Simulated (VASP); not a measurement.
Wanted: the native input for a VASP 6.6.1 run.

| Item | Value |
| --- | --- |
| Task | single point |
| Functional | PBE |
| Potentials or basis | VASP PAW PBE potentials, release 64 (Si, Ge_d, O) |
| Cutoff | 520 eV |
| k mesh | 6 × 6 × 2 |
| Occupations | gaussian, width 0.1 eV |
| Spin | no spin polarisation |
| Dipole correction | no |
| Further INCAR settings | ALGO = Normal; EDIFF = 1e-07; NBANDS = 54 |

The structure of SiGeO4 lies in POSCAR:

```
SiGeO4
1.0
    5.3978502600      0.0000000000      0.0000000000
   -2.6989251300      4.6746754500      0.0000000000
    0.0000000000      0.0000000000      8.8146530400
Si Ge O
2 2 8
Direct
    0.3333333300      0.6666666700      0.9374999900
    0.6666666700      0.3333333300      0.4374999900
    0.6666666700      0.3333333300      0.0625000100
    0.3333333300      0.6666666700      0.5625000100
    0.0095165700      0.5047582900      0.9982156400
    0.4952417100      0.5047582900      0.9982156400
    0.4952417100      0.9904834300      0.9982156400
    0.3333333300      0.6666666700      0.7553530700
    0.6666666700      0.3333333300      0.2553530700
    0.5047582900      0.0095165700      0.4982156400
    0.5047582900      0.4952417100      0.4982156400
    0.9904834300      0.4952417100      0.4982156400
```

The cell was generated, and may not be a known phase.

These files were run (other wordings do the same):

INCAR

```
SYSTEM = SiGeO4
PREC = Accurate
ENCUT = 520
EDIFF = 1E-7
ISMEAR = 0
SIGMA = 0.1
LREAL = .False.
LASPH = .True.
NELM = 100
ALGO = Normal
ISIF = 2
LWAVE = .False.
LCHARG = .False.
GGA = PE
NBANDS = 54
```

KPOINTS

```
Automatic mesh
0
Gamma
  6 6 2
  0 0 0
```

Potentials or basis: VASP PAW PBE potentials, release 64 (Si, Ge_d, O).

Run with:

```sh
$ cat potpaw_PBE.64/Si/POTCAR potpaw_PBE.64/Ge_d/POTCAR potpaw_PBE.64/O/POTCAR > POTCAR
$ mpirun -np 1 vasp_std > vasp.out
```

Results of the run:

```json
{
  "Pressure": "4.7 GPa",
  "Largest force": "0.577 eV/Å",
  "Band gap on the k mesh": "4.51 eV"
}
```

Caveat: the cell stands under pressure.

It took 10 min on 1 thread of Intel Xeon 8259CL, with other jobs on the host, peak memory 0.4 GiB.
